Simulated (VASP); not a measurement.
# Mg7VO8 (Fm-3m) in VASP: further runs

The runs below take Mg7VO8 through single point, with PBEsol.

Program: VASP 6.6.1. These are calculated values, not measurements. Logs are shortened: lines on timing, memory, paths and dates and some standing lists are left out, and cuts for length are marked.

### Step 1. The cell of the first run

Symmetry: Fm-3m, No. 225, cubic system. The conventional cell has a = 8.427 Å, b = 8.427 Å, c = 8.427 Å, α = 90.00°, β = 90.00°, γ = 90.00°. V (site symmetry m-3m) has 6 O at 2.14 Å within 2.8 Å. Mg (site symmetry mmm) has 6 O at 2.11 Å within 2.8 Å. Mg (site symmetry m-3m) has 6 O at 2.08 Å within 2.8 Å. Within 2.8 Å of O (site symmetry -43m) lie 6 Mg at 2.11 Å. Within 2.8 Å of O (site symmetry 4mm) lie 5 Mg at 2.08 to 2.11 Å and 1 V at 2.14 Å.

### Step 2. Single point, PBEsol, collinear spin, ferromagnetic start

Input file INCAR:

```
SYSTEM = Mg7VO8
PREC = Accurate
ENCUT = 520
EDIFF = 1E-6
ISMEAR = 0
SIGMA = 0.05
LREAL = Auto
LASPH = .TRUE.
NELM = 150
ALGO = Normal
ISIF = 2
LWAVE = .FALSE.
LCHARG = .FALSE.
ISPIN = 2
MAGMOM = 3 0 0 0 0 0 0 0 0 0 0 0 0 0 0 0
LORBIT = 11
LMAXMIX = 4
GGA = PS
NBANDS = 56
```

Input file KPOINTS:

```
Automatic mesh
0
G
  4 4 4
  0 0 0
```

Input file POSCAR:

```
Mg7VO8
1.0
    0.0000000000      4.2136000000      4.2136000000
    4.2136000000      0.0000000000      4.2136000000
    4.2136000000      4.2136000000      0.0000000000
V Mg O
1 7 8
Direct
    0.0000000000      1.0000000000      1.0000000000
    0.0000000000      0.0000000000      0.5000000000
    0.0000000000      0.5000000000      0.0000000000
    0.0000000000      0.5000000000      0.5000000000
    0.5000000000      0.0000000000      0.0000000000
    0.5000000000      0.0000000000      0.5000000000
    0.5000000000      0.5000000000      0.0000000000
    0.5000000000      0.5000000000      0.5000000000
    0.2500000000      0.2500000000      0.2500000000
    0.2535382166      0.2535382166      0.7464617834
    0.2535382166      0.7464617834      0.2535382166
    0.2535382166      0.7464617834      0.7464617834
    0.7464617834      0.2535382166      0.2535382166
    0.7464617834      0.2535382166      0.7464617834
    0.7464617834      0.7464617834      0.2535382166
    0.7500000000      0.7500000000      0.7500000000
```

Potentials or basis: VASP PAW PBE potentials, release 64 (V_sv, Mg, O).

Run with:

```sh
> cat potpaw_PBE.64/V_sv/POTCAR potpaw_PBE.64/Mg/POTCAR potpaw_PBE.64/O/POTCAR > POTCAR
> mpirun -np 1 vasp_std > vasp.out
```

OUTCAR:

```text
SYSTEM = Mg7VO8
   PREC = Accurate
   ENCUT = 520
   EDIFF = 1E-6
   ISMEAR = 0
   LREAL = Auto
   LASPH = .TRUE.
   NELM = 150
   ISIF = 2
   ISPIN = 2
   LORBIT = 11
   GGA = PS

 ion  position               nearest neighbor table
   1  0.000  0.000  0.000-  10 2.14  11 2.14  12 2.14  13 2.14  14 2.14  15 2.14   2 2.98   3 2.98
                             5 2.98   2 2.98   4 2.98   6 2.98   3 2.98   4 2.98   7 2.98   5 2.98
   2  0.000  0.000  0.500-   9 2.11  16 2.11  12 2.11  13 2.11  14 2.11  11 2.11   1 2.98   4 2.98
                             6 2.98   1 2.98   3 2.98   5 2.98   3 2.98   4 2.98   8 2.98   5 2.98
   3  0.000  0.500  0.000-   9 2.11  16 2.11  12 2.11  13 2.11  15 2.11  10 2.11   1 2.98   4 2.98
                             7 2.98   2 2.98   4 2.98   8 2.98   1 2.98   2 2.98   5 2.98   5 2.98
   4  0.000  0.500  0.500-   9 2.11  16 2.11  11 2.11  14 2.11  15 2.11  10 2.11   2 2.98   3 2.98
                             8 2.98   1 2.98   3 2.98   7 2.98   1 2.98   2 2.98   6 2.98   6 2.98
   5  0.500  0.000  0.000-   9 2.11  16 2.11  11 2.11  14 2.11  15 2.11  10 2.11   1 2.98   6 2.98
                             7 2.98   2 2.98   6 2.98   8 2.98   3 2.98   7 2.98   8 2.98   1 2.98
   6  0.500  0.000  0.500-   9 2.11  16 2.11  12 2.11  13 2.11  15 2.11  10 2.11   2 2.98   5 2.98
                             8 2.98   1 2.98   5 2.98   7 2.98   4 2.98   7 2.98   8 2.98   1 2.98
   7  0.500  0.500  0.000-   9 2.11  16 2.11  12 2.11  13 2.11  14 2.11  11 2.11   3 2.98   5 2.98
                             8 2.98   4 2.98   6 2.98   8 2.98   1 2.98   5 2.98   6 2.98   1 2.98
   8  0.500  0.500  0.500-  10 2.08  11 2.08  12 2.08  13 2.08  14 2.08  15 2.08   4 2.98   6 2.98
                             7 2.98   3 2.98   5 2.98   7 2.98   2 2.98   5 2.98   6 2.98   2 2.98
   9  0.250  0.250  0.250-   2 2.11   3 2.11   4 2.11   5 2.11   6 2.11   7 2.11
  10  0.254  0.254  0.746-   8 2.08   4 2.11   5 2.11   6 2.11   3 2.11   1 2.14
  11  0.254  0.746  0.254-   8 2.08   4 2.11   5 2.11   7 2.11   2 2.11   1 2.14
  12  0.254  0.746  0.746-   8 2.08   3 2.11   6 2.11   7 2.11   2 2.11   1 2.14
  13  0.746  0.254  0.254-   8 2.08   3 2.11   6 2.11   7 2.11   2 2.11   1 2.14
  14  0.746  0.254  0.746-   8 2.08   4 2.11   5 2.11   7 2.11   2 2.11   1 2.14
  15  0.746  0.746  0.254-   8 2.08   4 2.11   5 2.11   6 2.11   3 2.11   1 2.14
  16  0.750  0.750  0.750-   2 2.11   3 2.11   4 2.11   5 2.11   6 2.11   7 2.11

  LATTYP: Found a face centered cubic cell.
 ALAT       =     8.4272000000

  Lattice vectors:

 A1 = (   0.0000000000,   4.2136000000,   4.2136000000)
 A2 = (   4.2136000000,   0.0000000000,   4.2136000000)
 A3 = (   4.2136000000,   4.2136000000,   0.0000000000)

Analysis of symmetry for initial positions (statically):
=====================================================================
 Subroutine PRICEL returns:
 Original cell was already a primitive cell.

 Routine SETGRP: Setting up the symmetry group for a
 face centered cubic supercell.

 Subroutine GETGRP returns: Found 48 space group operations
 (whereof 48 operations were pure point group operations)
 out of a pool of 48 trial point group operations.

[... 194 lines left out ...]

 spin component 1

 k-point     1 :       0.0000    0.0000    0.0000
  band No.  band energies     occupation
      1     -57.1418      1.00000
      2     -31.2044      1.00000
      3     -31.2043      1.00000
      4     -31.2043      1.00000
      5     -13.7668      1.00000
      6     -12.4467      1.00000
[... 405 lines left out ...]
     48      14.2925      0.00000
     49      14.3028      0.00000
 Fermi energy:         7.8597764033

 spin component 2

 k-point     1 :       0.0000    0.0000    0.0000
  band No.  band energies     occupation
      1     -54.7060      1.00000
      2     -28.7988      1.00000
      3     -28.7988      1.00000
      4     -28.7988      1.00000
      5     -13.7229      1.00000
      6     -12.4022      1.00000
[... 405 lines left out ...]
     48      14.4373      0.00000
     49      14.4373      0.00000
 [bands above 49 left out]

------------------------ aborting loop because EDIFF is reached ----------------------------------------

  FORCE on cell =-STRESS in cart. coord.  units (eV):
  Direction    XX          YY          ZZ          XY          YZ          ZX
  --------------------------------------------------------------------------------------
  -------------------------------------------------------------------------------------
  Total        0.5432306      0.5432306      0.5432306     -0.0000000      0.0000000      0.0000000
  in kB        5.8170779      5.8170779      5.8170779     -0.0000000      0.0000000      0.0000000
  external PRESSURE =       5.8170779 kB  Pullay stress =       0.0000000 kB

 VOLUME and BASIS-vectors are now :
 -----------------------------------------------------------------------------
  energy-cutoff  :      520.00
  volume of cell :      149.62
      direct lattice vectors                 reciprocal lattice vectors
     0.000000000  4.213600000  4.213600000    -0.118663376  0.118663376  0.118663376
     4.213600000  0.000000000  4.213600000     0.118663376 -0.118663376  0.118663376
     4.213600000  4.213600000  0.000000000     0.118663376  0.118663376 -0.118663376

 POSITION                                       TOTAL-FORCE (eV/Angst)
 -----------------------------------------------------------------------------------
      0.00000      0.00000      0.00000        -0.000000      0.000000     -0.000000
      2.10680      2.10680      0.00000         0.000000      0.000000     -0.000000
      2.10680      0.00000      2.10680         0.000000      0.000000     -0.000000
      4.21360      2.10680      2.10680        -0.000000      0.000000     -0.000000
      0.00000      2.10680      2.10680         0.000000      0.000000     -0.000000
      2.10680      4.21360      2.10680         0.000000      0.000000     -0.000000
[... 8 lines left out ...]
      4.21360      4.21360      6.29058         0.000000      0.000000      0.095644
      6.32040      6.32040      6.32040         0.000000      0.000000     -0.000000
 -----------------------------------------------------------------------------------
    total drift:                               -0.000000     -0.000000     -0.000000

  FREE ENERGIE OF THE ION-ELECTRON SYSTEM (eV)
  ---------------------------------------------------
  free  energy   TOTEN  =      -105.4531466890 eV

  energy  without entropy=     -105.4531466890  energy(sigma->0) =     -105.45314669

 total charge

# of ion       s       p       d       tot
------------------------------------------
    1        2.182   6.169   3.209  11.559
    2        0.149   0.180   0.081   0.409
    3        0.149   0.180   0.081   0.409
    4        0.149   0.180   0.081   0.409
    5        0.149   0.180   0.081   0.409
    6        0.149   0.180   0.081   0.409
[... 8 lines left out ...]
   15        1.537   3.535   0.000   5.072
   16        1.537   3.539   0.000   5.076
--------------------------------------------------
tot         15.523  35.724   3.780  55.027

 magnetization (x)

# of ion       s       p       d       tot
------------------------------------------
    1        0.018   0.018   2.503   2.538
    2        0.000  -0.000   0.002   0.002
    3        0.000  -0.000   0.002   0.002
    4        0.000  -0.000   0.002   0.002
    5        0.000  -0.000   0.002   0.002
    6        0.000  -0.000   0.002   0.002
[... 8 lines left out ...]
   15       -0.000   0.012   0.000   0.011
   16       -0.000   0.000   0.000   0.000
--------------------------------------------------
tot          0.016   0.085   2.513   2.614
```

Wall time 4.1 min (1 thread of Intel Xeon Platinum 8488C (Sapphire Rapids), shared host); peak memory 0.44 GiB.

What came out:

```yaml
Free_energy: -105.4531 eV
Pressure: 0.6 GPa
Largest_force: 0.096 eV/Å
Band_gap_on_the_k_mesh: 0.73 eV (least direct gap 1.21 eV)
Net_moment: 3.00 μB per cell
Site_moments: V +2.54; Mg +0.00, -0.00 (each value once); O +0.00, +0.01 (each value once) μB
Valence_electrons_inside_the_program's_atomic_spheres: V 11.56; Mg 0.41, 0.43 (each value once); O 5.08, 5.07 (each value once)
```

Forces on the atoms (eV/Å):
```
V    0.000  0.000  0.000
Mg   0.000  0.000  0.000
Mg   0.000  0.000  0.000
Mg   0.000  0.000  0.000
Mg   0.000  0.000  0.000
Mg   0.000  0.000  0.000
Mg   0.000  0.000  0.000
Mg   0.000  0.000  0.000
O    0.000  0.000  0.000
O    0.000  0.000 -0.096
O    0.000 -0.096  0.000
O    0.096  0.000  0.000
O   -0.096  0.000  0.000
O    0.000  0.096  0.000
O    0.000  0.000  0.096
O    0.000  0.000  0.000
```

Caveat: semilocal functionals underestimate gaps, and a narrow one can read as zero; the PAW data sets were made with another functional, which shifts forces and pressure a little.

### Step 3. Single point, PBEsol, collinear spin, ferromagnetic start

Input file INCAR:

```
PREC     = Accurate       # precision mode
ENCUT    = 520            # plane-wave cutoff, eV
EDIFF    = 1E-6           # SCF threshold, eV
ISMEAR   = 0              # smearing method
SIGMA    = 0.05           # smearing width, eV
LREAL    = Auto         
LASPH    = True           # aspherical terms in the spheres
NELM     = 150            # most SCF steps
ALGO     = Normal         # electronic algorithm
ISIF     = 2              # what is computed and relaxed
LWAVE    = False          # write WAVECAR
LCHARG   = False          # write CHGCAR
ISPIN    = 2              # spin polarisation
MAGMOM   = 2.34 0 0 0 0 0 0 0 0 0.02 0.02 0.02 0.02 0.02 0.02 0 # initial moments
LORBIT   = 11             # projections on sites
LMAXMIX  = 4              # l up to which the mixer works
GGA      = PS             # functional
NBANDS   = 56             # bands
```

Input file KPOINTS:

```
Automatic mesh
0
Gamma
  4 4 4
```

POSCAR is that of step 2.

Potentials or basis: VASP PAW PBE potentials, release 64 (V_sv, Mg, O).

Run with:

```sh
> cat potpaw_PBE.64/V_sv/POTCAR potpaw_PBE.64/Mg/POTCAR potpaw_PBE.64/O/POTCAR > POTCAR
> mpirun -np 1 vasp_std > vasp.out
```

Run time: 4.4 min. Hardware: 1 thread of Intel Xeon Platinum 8488C (Sapphire Rapids), shared host; peak memory 0.44 GiB.

It converged, with:

- Free energy: -105.4531 eV
- Pressure: 0.6 GPa
- Largest force: 0.096 eV/Å
- Band gap on the k mesh: 0.73 eV (least direct gap 1.21 eV)
- Net moment: 3.00 μB per cell
- Site moments: V +2.54; Mg +0.00, -0.00 (each value once); O +0.00, +0.01 (each value once) μB
- Valence electrons inside the program's atomic spheres: V 11.56; Mg 0.41, 0.43 (each value once); O 5.08, 5.07 (each value once)

Forces on the atoms (eV/Å):
```
V    0.000  0.000  0.000
Mg   0.000  0.000  0.000
Mg   0.000  0.000  0.000
Mg   0.000  0.000  0.000
Mg   0.000  0.000  0.000
Mg   0.000  0.000  0.000
Mg   0.000  0.000  0.000
Mg   0.000  0.000  0.000
O    0.000  0.000  0.000
O    0.000  0.000 -0.096
O    0.000 -0.096  0.000
O    0.096  0.000  0.000
O   -0.096  0.000  0.000
O    0.000  0.096  0.000
O    0.000  0.000  0.096
O    0.000  0.000  0.000
```

Levels at points of the mesh, in eV from the valence-band top:
Spin up:
| k point | band 35 | band 36 | band 37 | band 38 | band 39 | band 40 | band 41 | band 42 | band 43 | band 44 |
| --- | --- | --- | --- | --- | --- | --- | --- | --- | --- | --- |
| (0.00, 0.00, 0.00) | -4.00 | -4.00 | -0.48 | -0.48 | -0.48 | 0.73 | 2.42 | 2.43 | 3.75 | 3.89 |
| (0.50, 0.00, 0.00) | -4.36 | -4.36 | -0.28 | -0.20 | -0.20 | 2.22 | 2.22 | 3.10 | 3.11 | 5.50 |
| (0.50, 0.50, 0.00) | -4.60 | -4.60 | -0.41 | 0.00 | 0.00 | 1.61 | 2.44 | 4.00 | 4.36 | 5.47 |
Spin down:
```
           k point  band 33  band 34  band 35  band 36  band 37  band 38  band 39  band 40
(0.00, 0.00, 0.00)    -4.64    -3.98    -3.98    -3.98     0.89     1.79     1.79     1.79
(0.50, 0.00, 0.00)    -4.44    -4.44    -4.34    -4.34     2.06     2.18     2.18     3.24
(0.50, 0.50, 0.00)    -4.73    -4.63    -4.56    -4.56     2.00     2.44     2.44     2.74
```

Caveat: semilocal functionals underestimate gaps, and a narrow one can read as zero; the PAW data sets were made with another functional, which shifts forces and pressure a little. A k mesh can miss the band edges.

### Step 4. Single point, PBEsol, collinear spin, ferromagnetic start

Input file INCAR:

```
  ALGO = Normal
  EDIFF = 1E-7
  ENCUT = 520
  GGA = PS
  ISIF = 2
  ISMEAR = 0
  ISPIN = 2
  LASPH = T
  LCHARG = F
  LMAXMIX = 4
  LORBIT = 11
  LREAL = Auto
  LWAVE = F
  MAGMOM = 0.79 0 0 0 0 0 0 0 0 -0.01 0.03 -0.01 -0.01 0.03 -0.01 0
  NBANDS = 56
  NELM = 150
  PREC = Accurate
  SIGMA = 0.05
```

Input file KPOINTS:

```
k-points
0
Gamma
  4 4 4
```

POSCAR is that of step 3.

Run with:

```sh
> cat potpaw_PBE.64/V_sv/POTCAR potpaw_PBE.64/Mg/POTCAR potpaw_PBE.64/O/POTCAR > POTCAR
> mpirun -np 1 vasp_std > vasp.out
```

Run time: 7.1 min. Hardware: 1 thread of Intel Xeon Platinum 8488C (Sapphire Rapids), shared host; peak memory 0.47 GiB.

It converged, with:

| Quantity | Value |
| --- | --- |
| Free energy | -105.4531 eV |
| Pressure | 0.6 GPa |
| Largest force | 0.095 eV/Å |
| Band gap on the k mesh | 0.73 eV (least direct gap 1.21 eV) |
| Net moment | 3.00 μB per cell |
| Site moments | V +2.54; Mg +0.00, -0.00 (each value once); O +0.00, +0.01 (each value once) μB |
| Valence electrons inside the program's atomic spheres | V 11.56; Mg 0.41, 0.43 (each value once); O 5.08, 5.07 (each value once) |

Forces on the atoms (eV/Å):
```
V    0.000  0.000  0.000
Mg   0.000  0.000  0.000
Mg   0.000  0.000  0.000
Mg   0.000  0.000  0.000
Mg   0.000  0.000  0.000
Mg   0.000  0.000  0.000
Mg   0.000  0.000  0.000
Mg   0.000  0.000  0.000
O    0.000  0.000  0.000
O    0.000  0.000 -0.095
O    0.000 -0.095  0.000
O    0.095  0.000  0.000
O   -0.095  0.000  0.000
O    0.000  0.095  0.000
O    0.000  0.000  0.095
O    0.000  0.000  0.000
```

Levels at points of the mesh, in eV from the valence-band top:
Spin up:
```csv
k point,band 35,band 36,band 37,band 38,band 39,band 40,band 41,band 42,band 43,band 44
"(0.00, 0.00, 0.00)",-4.00,-4.00,-0.48,-0.48,-0.48,0.73,2.42,2.43,3.74,3.89
"(0.50, 0.00, 0.00)",-4.36,-4.36,-0.28,-0.20,-0.20,2.22,2.22,3.09,3.11,5.50
"(0.50, 0.50, 0.00)",-4.60,-4.60,-0.41,0.00,0.00,1.61,2.44,3.99,4.36,5.47
"(0.50, 0.00, 0.50)",-4.60,-4.60,-0.41,0.00,0.00,1.61,2.44,3.99,4.36,5.47
```
Spin down:
| k point | band 33 | band 34 | band 35 | band 36 | band 37 | band 38 | band 39 | band 40 |
| --- | --- | --- | --- | --- | --- | --- | --- | --- |
| (0.00, 0.00, 0.00) | -4.64 | -3.98 | -3.98 | -3.98 | 0.89 | 1.79 | 1.79 | 1.79 |
| (0.50, 0.00, 0.00) | -4.44 | -4.44 | -4.34 | -4.34 | 2.06 | 2.18 | 2.18 | 3.24 |
| (0.50, 0.50, 0.00) | -4.73 | -4.64 | -4.56 | -4.56 | 2.00 | 2.44 | 2.44 | 2.74 |
| (0.50, 0.00, 0.50) | -4.73 | -4.64 | -4.56 | -4.56 | 2.00 | 2.44 | 2.44 | 2.74 |

Caveat: semilocal functionals underestimate gaps, and a narrow one can read as zero; the PAW data sets were made with another functional, which shifts forces and pressure a little. A k mesh can miss the band edges.
